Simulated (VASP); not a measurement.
SnTe:

```
CELL_PARAMETERS angstrom
3.90470 0.00000 0.00000
0.00000 3.90470 0.00000
0.00000 0.00000 3.90470
ATOMIC_POSITIONS crystal
Te 0.50000 0.50000 0.50000
Sn 0.00000 0.00000 0.00000
```

```yaml
Program: VASP 6.6.1
Task: relaxation of cell and atoms
Functional: PBEsol
Dispersion: D3(BJ)
Potentials_or_basis: VASP PAW PBE potentials, release 64 (Te, Sn_d)
Cutoff: 600 eV
k_mesh: 7 × 7 × 7
Occupations: fermi-dirac, width 0.05 eV
Spin: no spin polarisation
```

At the start: pressure -6.0 GPa; volume 29.77 Å³/atom.

Task: How do energy, volume and symmetry change on relaxing?

Result: Over 14 steps the energy falls by 89.3 meV/atom and the volume is 25.86 Å³/atom (-13.1 %); space group Pm-3m (No. 221, to 0.05 Å).

Step by step:
```csv
step,energy change (eV),largest force (eV/Å),pressure (GPa),volume (Å³)
1,0.0000,0.0000,-5.96,59.53
2,-0.1727,0.0000,1.61,50.49
3,-0.1785,0.0000,0.07,51.61
4,-0.1785,0.0000,-0.12,51.76
5,-0.1785,0.0000,-0.11,51.76
6,-0.1785,0.0000,-0.10,51.75
7,-0.1785,0.0000,-0.11,51.75
8,-0.1785,0.0000,-0.11,51.75
9,-0.1785,0.0000,-0.11,51.75
10,-0.1785,0.0000,-0.11,51.75
11,-0.1785,0.0000,-0.10,51.75
12,-0.1785,0.0000,-0.09,51.75
13,-0.1785,0.0000,-0.08,51.74
14,-0.1785,0.0000,-0.06,51.73
```

Final structure:
```cif
data_structure
_symmetry_space_group_name_H-M 'P 1'
_symmetry_Int_Tables_number 1
_cell_length_a 3.7260
_cell_length_b 3.7260
_cell_length_c 3.7260
_cell_angle_alpha 90.000
_cell_angle_beta 90.000
_cell_angle_gamma 90.000
_cell_volume 51.73
loop_
_atom_site_label
_atom_site_type_symbol
_atom_site_fract_x
_atom_site_fract_y
_atom_site_fract_z
_atom_site_occupancy
Te1 Te 0.50000 0.50000 0.50000 1
Sn1 Sn 0.00000 0.00000 0.00000 1
```

Caveat: the PAW data sets were made with another functional, which shifts forces and pressure a little; pairwise dispersion overbinds metals, which lowers pressure and volume.
